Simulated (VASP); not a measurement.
Input of a VASP 6.6.1 run:

INCAR

```
PREC     = Accurate       # precision mode
ENCUT    = 520            # plane-wave cutoff, eV
EDIFF    = 1E-6           # SCF threshold, eV
ISMEAR   = 0              # smearing method
SIGMA    = 0.1            # smearing width, eV
LREAL    = F              # projectors in reciprocal space
LASPH    = T              # aspherical terms in the spheres
NELM     = 100            # most SCF steps
ALGO     = Normal         # electronic algorithm
ISIF     = 2              # what is computed and relaxed
LWAVE    = F              # write WAVECAR
LCHARG   = T              # write CHGCAR
GGA      = PE             # functional
LELF     = T              # ELF
LVHAR    = T            
NBANDS   = 18             # bands
```

Contents of KPOINTS:

```
Automatic mesh
0
Gamma
  18 18 16
```

Contents of POSCAR:

```
NbC2
1.0
    3.1776524181      0.0000000000      0.0000000000
   -1.5888262090      2.7519277185      0.0000000000
    0.0000000000      0.0000000000      3.1089974883
Nb C
1 2
Direct
    0.0000000000      0.0000000000      0.0000000000
    0.3333333333      0.6666666667      0.5000000000
    0.6666666667      0.3333333333      0.5000000000
```

Potentials or basis: VASP PAW PBE potentials, release 64 (Nb_sv, C).

The run is started by

```sh
$ cat potpaw_PBE.64/Nb_sv/POTCAR potpaw_PBE.64/C/POTCAR > POTCAR
$ mpirun -np 1 vasp_std > vasp.out
```

(1) Estimate the pressure.

(2) Estimate the band gap on the k mesh.

Answers

(1) -0.3 GPa.

(2) zero (an odd number of electrons rules out a gap without spin polarisation).
